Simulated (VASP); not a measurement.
# TbBe2H2 (P6/mmm) in VASP: single point with PBE

Aim: the single point of TbBe2H2 with PBE.

All numbers are computed with VASP 6.6.1; they aren't measurements. Logs are shortened: lines on timing, memory, paths and dates and some standing lists are left out, and cuts for length are marked.

## 1. The cell of the first run

Symmetry: P6/mmm, No. 191, hexagonal system. The conventional cell has a = 3.999 Å, b = 3.999 Å, c = 3.576 Å, α = 90.00°, β = 90.00°, γ = 120.00°. Tb (site symmetry 6/mmm) has 6 H at 2.31 Å and 12 Be at 2.92 Å within 3.1 Å. Within 2.4 Å of Be (site symmetry -6m2) lie 2 H at 1.79 Å and 3 Be at 2.31 Å. Within 2.4 Å of H (site symmetry -6m2) lie 2 Be at 1.79 Å and 3 H at 2.31 Å and 3 Tb at 2.31 Å.

## 2. Single point, PBE

File POSCAR:

```
TbBe2H2
1.0
    3.9987535207      0.0000000000      0.0000000000
   -1.9993767604      3.4630221324      0.0000000000
    0.0000000000      0.0000000000      3.5760681695
Tb Be H
1 2 2
Direct
    0.0000000000      0.0000000000      0.5000000000
    0.3333333333      0.6666666667      0.0000000000
    0.6666666667      0.3333333333      0.0000000000
    0.3333333333      0.6666666667      0.5000000000
    0.6666666667      0.3333333333      0.5000000000
```

File INCAR.step1:

```
  PREC = Accurate
  ENCUT = 520
  EDIFF = 1E-6
  ISMEAR = 0
  SIGMA = 0.1
  LREAL = False
  LASPH = True
  NELM = 200
  ALGO = Normal
  ISIF = 2
  LWAVE = False
  LCHARG = True
  LMAXMIX = 6
  GGA = PE
  NBANDS = 16
  GGA_COMPAT = False
  NEDOS = 2001
  LORBIT = 11
```

File KPOINTS.step1:

```
Automatic mesh
0
Gamma
  12 12 10
```

File INCAR.step2:

```
  PREC = Accurate
  ENCUT = 520
  EDIFF = 1E-6
  ISMEAR = -5
  SIGMA = 0.1
  LREAL = False
  LASPH = True
  NELM = 200
  ALGO = Normal
  ISIF = 2
  LWAVE = False
  LCHARG = False
  LMAXMIX = 6
  GGA = PE
  LORBIT = 10
  NBANDS = 16
  NEDOS = 1001
  ICHARG = 11
  GGA_COMPAT = False
```

File KPOINTS.step2:

```
Automatic mesh
0
Gamma
  18 18 15
```

Potentials or basis: VASP PAW PBE potentials, release 64 (Tb_3, Be, H), 4f in core.

On the command line:

```
cat potpaw_PBE.64/Tb_3/POTCAR potpaw_PBE.64/Be/POTCAR potpaw_PBE.64/H/POTCAR > POTCAR
cp INCAR.step1 INCAR
cp KPOINTS.step1 KPOINTS
mpirun -np 1 vasp_std > vasp.out
cp INCAR.step2 INCAR
cp KPOINTS.step2 KPOINTS
mpirun -np 1 vasp_std > vasp.out
```

OUTCAR:

```text
PREC = Accurate
   ENCUT = 520
   EDIFF = 1E-6
   ISMEAR = -5
   LREAL = False
   LASPH = True
   NELM = 200
   ISIF = 2
   GGA = PE
   LORBIT = 10
   ICHARG = 11

 ion  position               nearest neighbor table
   1  0.000  0.000  0.500-   4 2.31   5 2.31   5 2.31   4 2.31   5 2.31   4 2.31   2 2.92   3 2.92
                             2 2.92   3 2.92   3 2.92   2 2.92   3 2.92   2 2.92   3 2.92   2 2.92
   2  0.333  0.667  0.000-   3 2.31   3 2.31   3 2.31   1 2.92   1 2.92   1 2.92   1 2.92   1 2.92
                             1 2.92
   3  0.667  0.333  0.000-   2 2.31   2 2.31   2 2.31   1 2.92   1 2.92   1 2.92   1 2.92   1 2.92
                             1 2.92
   4  0.333  0.667  0.500-   1 2.31   1 2.31   1 2.31
   5  0.667  0.333  0.500-   1 2.31   1 2.31   1 2.31

  LATTYP: Found a hexagonal cell.
 ALAT       =     3.9987535207
 C/A-ratio  =     0.8942957227

  Lattice vectors:

 A1 = (   3.9987535207,   0.0000000000,   0.0000000000)
 A2 = (  -1.9993767604,   3.4630221324,   0.0000000000)
 A3 = (   0.0000000000,   0.0000000000,   3.5760681695)

Analysis of symmetry for initial positions (statically):
=====================================================================
 Subroutine PRICEL returns:
 Original cell was already a primitive cell.

 Routine SETGRP: Setting up the symmetry group for a
 hexagonal supercell.

 Subroutine GETGRP returns: Found 24 space group operations
 (whereof 24 operations were pure point group operations)
 out of a pool of 24 trial point group operations.

The static configuration has the point symmetry D_6h.

Analysis of symmetry for dynamics (positions and initial velocities):
=====================================================================
 Subroutine PRICEL returns:
 Original cell was already a primitive cell.

 Routine SETGRP: Setting up the symmetry group for a
 hexagonal supercell.

 Subroutine GETGRP returns: Found 24 space group operations
 (whereof 24 operations were pure point group operations)
 out of a pool of 24 trial point group operations.

The dynamic configuration has the point symmetry D_6h.

 Subroutine INISYM returns: Found 24 space group operations
 (whereof 24 operations are pure point group operations),
 and found     1 'primitive' translations

----------------------------------------------------------------------------------------

                                     Primitive cell

  volume of cell :      49.5206

  direct lattice vectors                    reciprocal lattice vectors
     3.998753521  0.000000000  0.000000000     0.250077929  0.144382560  0.000000000
[... 111 lines left out ...]
   IALGO  =     38    algorithm
   IMIX   =      4    mixing-type and parameters
     AMIX     =   0.40;   BMIX     =  1.00
     AMIX_MAG =   1.60;   BMIX_MAG =  1.00
  volume/ion in A,a.u.               =       9.90        66.84
  Fermi-wavevector in a.u.,A,eV,Ry     =   1.099453  2.077665 16.446682  1.208797
  Thomas-Fermi vector in A             =   2.235848
   LORBIT       =     10    0 simple, 1 ext, 2 COOP (PROOUT), +10 PAW based schemes
   GGA     = PE    functional components
   LHFCALC =     F    Hartree Fock is set to
   AEXX    =    0.0000 exact exchange contribution
   IVDW    =     0    specifies the selected vdW correction
   LEPSILON=     F    determine dielectric tensor
   LRPA    =     F    only Hartree local field effects (RPA)
 non-spin polarized calculation
 Fermi weights with tetrahedron method with Bloechl corrections
  energy-cutoff  :      520.00
  volume of cell :       49.52
 maximum number of plane-waves:      1356
 NGX is ok and might be reduce to    30

 number of electron      15.0000000 magnetization

 Free energy of the ion-electron system (eV)
  ---------------------------------------------------
  ext. energy  EPLUGINS =         0.00000000
  ---------------------------------------------------
  free energy    TOTEN  =       -19.90982474 eV

  energy without entropy =      -19.90982474  energy(sigma->0) =      -19.90982474

 E-fermi :   4.0031     XC(G=0): -10.5922

 val. band max:        4.0380069688   @ k =   0.2222   0.1667   0.0000
 cond. band min:       3.9752415122   @ k =   0.2778   0.0000   0.1333
 fundamental gap:     -0.0627654566
 Fermi energy:         4.0031070772

 k-point     1 :       0.0000    0.0000    0.0000
  band No.  band energies     occupation
      1     -17.5458      2.00000
      2     -17.5458      2.00000
      3     -17.2324      2.00000
      4      -5.1362      2.00000
      5       1.8446      2.00000
      6       2.2508      2.00000
[... 433 lines left out ...]
      3     -17.2000      2.00000
      4      -2.6319      2.00000
      5      -1.8659      2.00000
      6       1.9930      2.00000
[... 8 lines left out ...]
     15      13.1424      0.00000
     16      13.7190      0.00000

 [... further k-points ...]

------------------------ aborting loop because EDIFF is reached ----------------------------------------

  FORCE on cell =-STRESS in cart. coord.  units (eV):
  Direction    XX          YY          ZZ          XY          YZ          ZX
  --------------------------------------------------------------------------------------
  -------------------------------------------------------------------------------------
  Total        0.1655899      0.1655899     -0.1453565     -0.0000000     -0.0000000     -0.0000000
  in kB        5.3574569      5.3574569     -4.7028301     -0.0000000     -0.0000000     -0.0000000
  external PRESSURE =       2.0040279 kB  Pullay stress =       0.0000000 kB

 VOLUME and BASIS-vectors are now :
 -----------------------------------------------------------------------------
  energy-cutoff  :      520.00
  volume of cell :       49.52
      direct lattice vectors                 reciprocal lattice vectors
     3.998753521  0.000000000  0.000000000     0.250077929  0.144382560  0.000000000
    -1.999376760  3.463022132  0.000000000     0.000000000  0.288765120  0.000000000
     0.000000000  0.000000000  3.576068170     0.000000000  0.000000000  0.279636727

 POSITION                                       TOTAL-FORCE (eV/Angst)
 -----------------------------------------------------------------------------------
      0.00000      0.00000      1.78803         0.000000      0.000000      0.000000
     -0.00000      2.30868      0.00000        -0.000000      0.000000      0.000000
      1.99938      1.15434      0.00000         0.000000      0.000000     -0.000000
     -0.00000      2.30868      1.78803        -0.000000     -0.000000     -0.000000
      1.99938      1.15434      1.78803         0.000000      0.000000      0.000000
 -----------------------------------------------------------------------------------
    total drift:                               -0.000000      0.000000      0.000000

  FREE ENERGIE OF THE ION-ELECTRON SYSTEM (eV)
  ---------------------------------------------------
  free  energy   TOTEN  =       -19.9098247410 eV

  energy  without entropy=      -19.9098247410  energy(sigma->0) =      -19.90982474

 total charge

# of ion       s       p       d       tot
------------------------------------------
    1        0.273   6.563   1.382   8.219
    2        0.423   0.610   0.000   1.033
    3        0.423   0.610   0.000   1.033
    4        0.524   0.012   0.000   0.536
    5        0.524   0.012   0.000   0.536
--------------------------------------------------
tot          2.168   7.807   1.382  11.356
```

Run time: 4.1 min. Hardware: 1 thread of Intel Xeon Platinum 8375C at 2.90GHz (Ice Lake), shared host; peak memory 0.35 GiB.

What came out:

```yaml
Valence_electrons_inside_the_program's_atomic_spheres: Tb 8.22; Be 1.03; H 0.54
```

Caveat: spin-orbit coupling is left out, which moves the levels of the heavy elements; the 4f electrons are frozen in the core, so they carry no moment and show no levels. Spin polarisation is off, so any magnetic state and its effect on volume and gap are missing.
